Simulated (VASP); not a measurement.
Set up this calculation in VASP 6.6.1, as the native input.

```yaml
Task: density of states
Functional: PBEsol
Potentials_or_basis: VASP PAW PBE potentials, release 64 (Ta_pv, N)
Cutoff: 520 eV
k_mesh: 18 × 18 × 14
Occupations: gaussian, width 0.1 eV
Spin: no spin polarisation
Dipole_correction: no
k_mesh_for_the_DOS: 27 × 27 × 21
Occupations_for_the_DOS: tetrahedron
Further_INCAR_settings: ALGO = Normal; EDIFF = 1e-06
```

Crystal: TaN.

```
Ta N
1.0
     2.95018    0.00000    0.00000
    -1.47509    2.55493    0.00000
     0.00000    0.00000    2.89777
Ta N
1 1
Direct
  0.33333 0.66667 0.50000
  0.00000 0.00000 0.00000
```

The input as run:

POSCAR

```
TaN
1.0
    2.9501846799      0.0000000000      0.0000000000
   -1.4750923399      2.5549348786      0.0000000000
    0.0000000000      0.0000000000      2.8977716016
Ta N
1 1
Direct
    0.3333333333      0.6666666667      0.5000000000
    0.0000000000      0.0000000000      0.0000000000
```

INCAR.step1

```
  ALGO = Normal
  EDIFF = 1E-6
  ENCUT = 520
  GGA = PS
  ISIF = 2
  ISMEAR = 0
  LASPH = T
  LCHARG = T
  LMAXMIX = 4
  LREAL = F
  LWAVE = F
  NBANDS = 15
  NELM = 100
  PREC = Accurate
  SIGMA = 0.1
```

KPOINTS.step1

```
k-points
0
Gamma
  18 18 14
```

INCAR.step2

```
  ALGO = Normal
  EDIFF = 1E-6
  ENCUT = 520
  GGA = PS
  ICHARG = 11
  ISIF = 2
  ISMEAR = -5
  LASPH = T
  LCHARG = F
  LMAXMIX = 4
  LORBIT = 11
  LREAL = F
  LWAVE = F
  NEDOS = 1001
  NELM = 100
  PREC = Accurate
  SIGMA = 0.1
```

KPOINTS.step2

```
k-points
0
Gamma
  27 27 21
```

Potentials or basis: VASP PAW PBE potentials, release 64 (Ta_pv, N).

The run is started by

```sh
$ cat potpaw_PBE.64/Ta_pv/POTCAR potpaw_PBE.64/N/POTCAR > POTCAR
$ cp INCAR.step1 INCAR
$ cp KPOINTS.step1 KPOINTS
$ mpirun -np 1 vasp_std > vasp.out
$ cp INCAR.step2 INCAR
$ cp KPOINTS.step2 KPOINTS
$ mpirun -np 1 vasp_std > vasp.out
```

Results of the run:

```json
{"Valence electrons inside the program's atomic spheres": "Ta 8.98; N 3.70"}
```

Caveat: spin-orbit coupling is left out, which moves the levels of the heavy elements.

It took 58 s on 1 thread of Intel(R) Xeon(R) 6975P-C (Granite Rapids) (shared host), peak memory 0.37 GiB.
